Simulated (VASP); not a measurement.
# LiF (Griceite) (Fm-3m) in VASP: notebook

LiF (Griceite) is run at these levels: PBEsol; tasks: single point, relaxation of cell and atoms.

All numbers are computed with VASP 6.6.1; they aren't measurements. Logs are shortened: lines on timing, memory, paths and dates and some standing lists are left out, and cuts for length are marked.

## Step 1: The cell of the first run

It takes space group Fm-3m (No. 225, cubic). The conventional cell has a = 4.008 Å, b = 4.008 Å, c = 4.008 Å, α = 90.00°, β = 90.00°, γ = 90.00°. Li (site symmetry m-3m) has 6 F at 2.00 Å within 2.7 Å. Within 2.7 Å of F (site symmetry m-3m) lie 6 Li at 2.00 Å.

## Step 2: Single point, PBEsol

The input, INCAR:

```
PREC = Accurate
ENCUT = 520
EDIFF = 1E-6
ISMEAR = 0
SIGMA = 0.02
LREAL = F
LASPH = T
NELM = 100
ALGO = Normal
ISIF = 2
LWAVE = F
LCHARG = F
GGA = PS
NBANDS = 12
```

The input, KPOINTS:

```
regular mesh
0
Gamma
  10 10 10
```

The input, POSCAR:

```
LiF
1.0
    0.0000000000      2.0039477675      2.0039477675
    2.0039477675      0.0000000000      2.0039477675
    2.0039477675      2.0039477675      0.0000000000
Li F
1 1
Direct
    0.0000000000      0.0000000000      0.0000000000
    0.5000000000      0.5000000000      0.5000000000
```

Potentials or basis: VASP PAW PBE potentials, release 64 (Li_sv, F).

Launch:

```sh
$ cat potpaw_PBE.64/Li_sv/POTCAR potpaw_PBE.64/F/POTCAR > POTCAR
$ mpirun -np 1 vasp_std > vasp.out
```

OUTCAR:

```text
PREC = Accurate
   ENCUT = 520
   EDIFF = 1E-6
   ISMEAR = 0
   LREAL = F
   LASPH = T
   NELM = 100
   ISIF = 2
   GGA = PS

 ion  position               nearest neighbor table
   1  0.000  0.000  0.000-   2 2.00   2 2.00   2 2.00   2 2.00   2 2.00   2 2.00
   2  0.500  0.500  0.500-   1 2.00   1 2.00   1 2.00   1 2.00   1 2.00   1 2.00

  LATTYP: Found a face centered cubic cell.
 ALAT       =     4.0078955350

  Lattice vectors:

 A1 = (   0.0000000000,   2.0039477675,   2.0039477675)
 A2 = (   2.0039477675,   0.0000000000,   2.0039477675)
 A3 = (   2.0039477675,   2.0039477675,   0.0000000000)

Analysis of symmetry for initial positions (statically):
=====================================================================
 Subroutine PRICEL returns:
 Original cell was already a primitive cell.

 Routine SETGRP: Setting up the symmetry group for a
 face centered cubic supercell.

 Subroutine GETGRP returns: Found 48 space group operations
 (whereof 48 operations were pure point group operations)
 out of a pool of 48 trial point group operations.

The static configuration has the point symmetry O_h .

Analysis of symmetry for dynamics (positions and initial velocities):
=====================================================================
 Subroutine PRICEL returns:
 Original cell was already a primitive cell.

 Routine SETGRP: Setting up the symmetry group for a
 face centered cubic supercell.

 Subroutine GETGRP returns: Found 48 space group operations
 (whereof 48 operations were pure point group operations)
 out of a pool of 48 trial point group operations.

The dynamic configuration has the point symmetry O_h .

 Subroutine INISYM returns: Found 48 space group operations
 (whereof 48 operations are pure point group operations),
 and found     1 'primitive' translations

----------------------------------------------------------------------------------------

                                     Primitive cell

  volume of cell :      16.0949

  direct lattice vectors                    reciprocal lattice vectors
     0.000000000  2.003947768  2.003947768    -0.249507501  0.249507501  0.249507501
     2.003947768  0.000000000  2.003947768     0.249507501 -0.249507501  0.249507501
     2.003947768  2.003947768  0.000000000     0.249507501  0.249507501 -0.249507501

  length of vectors
     2.834010111  2.834010111  2.834010111     0.432159669  0.432159669  0.432159669

  position of ions in fractional coordinates (direct lattice)
     0.000000000  0.000000000  0.000000000
     0.500000000  0.500000000  0.500000000

  ion indices of the primitive-cell ions
   primitive index   ion index
                 1           1
                 2           2

----------------------------------------------------------------------------------------

 KPOINTS: regular mesh

Automatic generation of k-mesh.
 Grid dimensions read from file:
 generate k-points for:   10   10   10

 Generating k-lattice:

  Cartesian coordinates                     Fractional coordinates (reciprocal lattice)
    -0.024950750  0.024950750  0.024950750     0.100000000  0.000000000  0.000000000
     0.024950750 -0.024950750  0.024950750     0.000000000  0.100000000  0.000000000
     0.024950750  0.024950750 -0.024950750     0.000000000  0.000000000  0.100000000

  Length of vectors
     0.043215967  0.043215967  0.043215967

  Shift w.r.t. Gamma in fractional coordinates (k-lattice)
     0.000000000  0.000000000  0.000000000

 Subroutine IBZKPT returns following result:
 ===========================================

 Found     47 irreducible k-points:

 Following reciprocal coordinates:
            Coordinates               Weight
  0.000000  0.000000  0.000000      1.000000
  0.100000  0.000000  0.000000      8.000000
  0.200000  0.000000  0.000000      8.000000
  0.300000  0.000000  0.000000      8.000000
  0.400000  0.000000  0.000000      8.000000
  0.500000  0.000000  0.000000      4.000000
[... 16 lines left out ...]
  0.300000  0.300000  0.000000      6.000000
  0.400000  0.300000  0.000000     24.000000
 [... further k-points ...]
   k-points           NKPTS =     47   k-points in BZ     NKDIM =     47   number of bands    NBANDS=     12
   number of dos      NEDOS =    301   number of ions     NIONS =      2
   total plane-waves  NPLWV =  13824
   dimension x,y,z NGX =    24 NGY =   24 NGZ =   24
   dimension x,y,z NGXF=    48 NGYF=   48 NGZF=   48
   ions per type =               1   1
   NGX,Y,Z   is equivalent  to a cutoff of  14.08, 14.08, 14.08 a.u.
   NGXF,Y,Z  is equivalent  to a cutoff of  28.16, 28.16, 28.16 a.u.
 SYSTEM =  unknown system
   PREC   = accura    normal or accurate (medium, high low for compatibility)
   ISTART =      0    job   : 0-new  1-cont  2-samecut
   ICHARG =      2    charge: 1-file 2-atom 10-const
   ISPIN  =      1    spin polarized calculation?
   LNONCOLLINEAR =      F non collinear calculations
   LSORBIT =      F    spin-orbit coupling
   LASPH  =      T    aspherical Exc in radial PAW
   ENCUT  =  520.0 eV  38.22 Ry    6.18 a.u.   5.27  5.27  5.27*2*pi/ulx,y,z
   NELM   =    100;   NELMIN=  2; NELMDL= -5     # of ELM steps
   EDIFF  = 0.1E-05   stopping-criterion for ELM
   LREAL  =      F    real-space projection
   EDIFFG = 0.1E-04   stopping-criterion for IOM
   NSW    =      0    number of steps for IOM
   IBRION =     -1    ionic relax: 0-MD 1-quasi-New 2-CG
   NFREE  =      0    steps in history (QN), initial steepest desc. (CG)
   ISIF   =      2    stress and relaxation
   ISYM   =      2    0-nonsym 1-usesym 2-fastsym
   POTIM  = 0.5000    time-step for ionic-motion
   TEBEG  =    0.0;   TEEND  =   0.0 temperature during run
   PSTRESS=    0.0 pullay stress
   NELECT =      10.0000    total number of electrons
   NUPDOWN=      -1.0000    fix difference up-down
   EMIN   =  10.00;   EMAX   =-10.00  energy-range for DOS
   EFERMI =   0.00;   METHOD = LEGACY
   ISMEAR =     0;   SIGMA  =   0.02  broadening in eV -4-tet -1-fermi 0-gaus
   EFERMI_NEDOS =   21; number of points for ismear=-14 and -15
   IALGO  =     38    algorithm
   IMIX   =      4    mixing-type and parameters
     AMIX     =   0.40;   BMIX     =  1.00
     AMIX_MAG =   1.60;   BMIX_MAG =  1.00
  volume/ion in A,a.u.               =       8.05        54.31
  Fermi-wavevector in a.u.,A,eV,Ry     =   1.396942  2.639838 26.551055  1.951447
  Thomas-Fermi vector in A             =   2.520247
   LORBIT       =      0    0 simple, 1 ext, 2 COOP (PROOUT), +10 PAW based schemes
   GGA     = PS    functional components
   LHFCALC =     F    Hartree Fock is set to
   AEXX    =    0.0000 exact exchange contribution
   IVDW    =     0    specifies the selected vdW correction
   LEPSILON=     F    determine dielectric tensor
   LRPA    =     F    only Hartree local field effects (RPA)
 non-spin polarized calculation
 Gauss-broadening in eV      SIGMA  =   0.02
  energy-cutoff  :      520.00
  volume of cell :       16.09
 maximum number of plane-waves:       444
 NGX is ok and might be reduce to    24
   NGX = 11   NGY = 11   NGZ = 11

 number of electron      10.0000000 magnetization

 number of electron       9.9999994 magnetization

 Free energy of the ion-electron system (eV)
  ---------------------------------------------------
  ext. energy  EPLUGINS =         0.00000000
  ---------------------------------------------------
  free energy    TOTEN  =        -9.85226480 eV

  energy without entropy =       -9.85226480  energy(sigma->0) =       -9.85226480

 E-fermi :  -0.8781     XC(G=0): -10.2779

 val. band max:       -1.0170785738   @ k =   0.0000   0.0000   0.0000
 cond. band min:       8.0385153851   @ k =   0.0000   0.0000   0.0000
 fundamental gap:      9.0555939590
 Fermi energy:        -0.8780674495

 k-point     1 :       0.0000    0.0000    0.0000
  band No.  band energies     occupation
      1     -41.1931      2.00000
      2     -20.9218      2.00000
      3      -1.0171      2.00000
      4      -1.0171      2.00000
      5      -1.0171      2.00000
      6       8.0385      0.00000
      7      23.0044      0.00000
      8      23.0044      0.00000
      9      23.0045      0.00000
     10      23.2385      0.00000
     11      23.2385      0.00000
     12      23.2385      0.00000

 k-point     2 :       0.1000    0.0000    0.0000
  band No.  band energies     occupation
      1     -41.1867      2.00000
      2     -20.8822      2.00000
      3      -1.3152      2.00000
      4      -1.0410      2.00000
      5      -1.0410      2.00000
      6       8.3281      0.00000
      7      20.1985      0.00000
      8      21.6984      0.00000
      9      21.6984      0.00000
     10      24.3240      0.00000
     11      24.3240      0.00000
     12      24.3770      0.00000

 k-point     3 :       0.2000    0.0000    0.0000
  band No.  band energies     occupation
      1     -41.1698      2.00000
      2     -20.7743      2.00000
      3      -2.0287      2.00000
      4      -1.1024      2.00000
      5      -1.1024      2.00000
      6       8.9727      0.00000
      7      17.7134      0.00000
      8      20.1920      0.00000
      9      20.1921      0.00000
     10      25.3614      0.00000
     11      25.6790      0.00000
     12      25.6790      0.00000
[... 286 lines left out ...]
 k-point    23 :       0.3000    0.3000    0.0000
  band No.  band energies     occupation
      1     -41.1361      2.00000
      2     -20.4857      2.00000
      3      -2.9931      2.00000
      4      -1.7048      2.00000
      5      -1.7048      2.00000
      6      11.2204      0.00000
      7      16.7188      0.00000
      8      18.0457      0.00000
      9      19.3991      0.00000
     10      19.3991      0.00000
     11      33.6888      0.00000
     12      33.7214      0.00000

 k-point    24 :       0.4000    0.3000    0.0000
  band No.  band energies     occupation
      1     -41.1235      2.00000
      2     -20.3696      2.00000
      3      -3.4258      2.00000
      4      -1.9236      2.00000
      5      -1.8067      2.00000
      6      12.0351      0.00000
      7      15.6100      0.00000
      8      17.5475      0.00000
      9      19.1509      0.00000
     10      20.1969      0.00000
     11      33.1440      0.00000
     12      34.0113      0.00000

 [... further k-points ...]
[... 5 lines left out ...]
  --------------------------------------------------------------------------------------
  -------------------------------------------------------------------------------------
  Total       -0.0225110     -0.0225110     -0.0225110      0.0000000      0.0000000      0.0000000
  in kB       -2.2408654     -2.2408654     -2.2408654      0.0000000      0.0000000      0.0000000
  external PRESSURE =      -2.2408654 kB  Pullay stress =       0.0000000 kB

 VOLUME and BASIS-vectors are now :
 -----------------------------------------------------------------------------
  energy-cutoff  :      520.00
  volume of cell :       16.09
      direct lattice vectors                 reciprocal lattice vectors
     0.000000000  2.003947768  2.003947768    -0.249507501  0.249507501  0.249507501
     2.003947768  0.000000000  2.003947768     0.249507501 -0.249507501  0.249507501
     2.003947768  2.003947768  0.000000000     0.249507501  0.249507501 -0.249507501

 POSITION                                       TOTAL-FORCE (eV/Angst)
 -----------------------------------------------------------------------------------
      0.00000      0.00000      0.00000         0.000000     -0.000000      0.000000
      2.00395      2.00395      2.00395        -0.000000      0.000000      0.000000
 -----------------------------------------------------------------------------------
    total drift:                               -0.000000     -0.000000      0.000000

  FREE ENERGIE OF THE ION-ELECTRON SYSTEM (eV)
  ---------------------------------------------------
  free  energy   TOTEN  =        -9.8522648046 eV

  energy  without entropy=       -9.8522648046  energy(sigma->0) =       -9.85226480
```

Wall time 9.6 s (1 thread of Intel Xeon Platinum 8488C (Sapphire Rapids), shared host); peak memory 0.13 GiB.

What came out:

```yaml
Free_energy: -9.8523 eV
Band_gap_on_the_k_mesh: 9.06 eV, direct
```

Levels at points of the mesh, in eV from the valence-band top:
| k point | band 2 | band 3 | band 4 | band 5 | band 6 | band 7 | band 8 | band 9 |
| --- | --- | --- | --- | --- | --- | --- | --- | --- |
| (0.00, 0.00, 0.00) | -19.90 | 0.00 | 0.00 | 0.00 | 9.06 | 24.02 | 24.02 | 24.02 |
| (0.50, 0.00, 0.00) | -19.45 | -2.60 | -0.24 | -0.24 | 10.65 | 16.73 | 18.86 | 18.86 |
| (0.50, 0.50, 0.00) | -19.17 | -3.13 | -1.04 | -1.04 | 14.77 | 16.26 | 17.51 | 20.26 |

Caveat: the cutoff is under 1.25 times the usual one of these potentials, so pressure, stress and relaxed cells hold a basis-set (Pulay) error; the PAW data sets were made with another functional, which shifts forces and pressure a little. A k mesh can miss the band edges.

[end of part 1 of 2]
